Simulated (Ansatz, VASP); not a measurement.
**Au: VASP beside Ansatz**

The input INCAR:

```
PREC     = Accurate       # precision mode
ENCUT    = 520            # plane-wave cutoff, eV
EDIFF    = 1E-8           # SCF threshold, eV
ISMEAR   = -1             # smearing method
SIGMA    = 0.02           # smearing width, eV
LREAL    = False          # projectors in reciprocal space
LASPH    = True           # aspherical terms in the spheres
NELM     = 60             # most SCF steps
ALGO     = Normal         # electronic algorithm
ISIF     = 2              # what is computed and relaxed
LWAVE    = False          # write WAVECAR
LCHARG   = False          # write CHGCAR
GGA      = PE             # functional
LEFG     = True         
NBANDS   = 18             # bands
```

KPOINTS

```
Automatic mesh
0
Gamma
  17 17 9
```

The input POSCAR:

```
Au
1.0
    2.9000000000      0.0000000000      0.0000000000
   -1.4500000000      2.5114736710      0.0000000000
    0.0000000000      0.0000000000      4.8800000000
Au
2
Direct
    0.3333333333      0.6666666667      0.7500000000
    0.6666666667      0.3333333333      0.2500000000
```

Input for Ansatz:

```yaml
crystal:
  lattice:
    - [2.9, 0.0, 0.0]
    - [-1.45, 2.511473671, 0.0]
    - [0.0, 0.0, 4.88]
  atoms:
    - { symbol: Au, position: [0.3333333333, 0.6666666667, 0.75] }
    - { symbol: Au, position: [0.6666666667, 0.3333333333, 0.25] }
kpoints:
  mp_grid: { grid: [17, 17, 9] }
scf:
  occupations: { method: fermi_dirac, width: 0.02 }
hamiltonian:
  xc: pbe
  pseudopotentials: { kind: paw }
output:
  forces: true
  stress: true
  populations: true
  efg: { quadrupole_moments_barn: { Au: 0.547 }, contact_densities: true }
```

Alike in both runs: task electric field gradients; functional PBE; k mesh 17 × 17 × 9; occupations fermi-dirac, width 0.02 eV; no spin polarisation.

|  | VASP | Ansatz |
| --- | --- | --- |
| version | VASP 6.6.1 | Ansatz 0.2.0 |
| potentials or method | VASP PAW PBE potentials, release 64 (Au) | plane-wave PAW, scalar-relativistic |
| plane-wave cutoff (eV) | 520 | 420 |
| valence electrons in the cell | 22 | 38 |

|  | VASP | Ansatz | Ansatz less VASP |
| --- | --- | --- | --- |
| pressure (GPa) | 1.5 | 1.7 | +0.25 |
| traceless stress, the component that is largest in VASP (GPa) | 0.15 | 0.14 | -0.009 |
| size of Vzz on the site where it differs most (V/Å²) | 20.9 | 8.1 | -12.79 |

With one functional, cell and mesh, what is left measures potentials, basis and numerics. VASP's potentials hold 22 valence electrons a cell and Ansatz's 38, so a difference there can come from the potentials and not from the codes.

Neither program's run includes spin-orbit coupling.
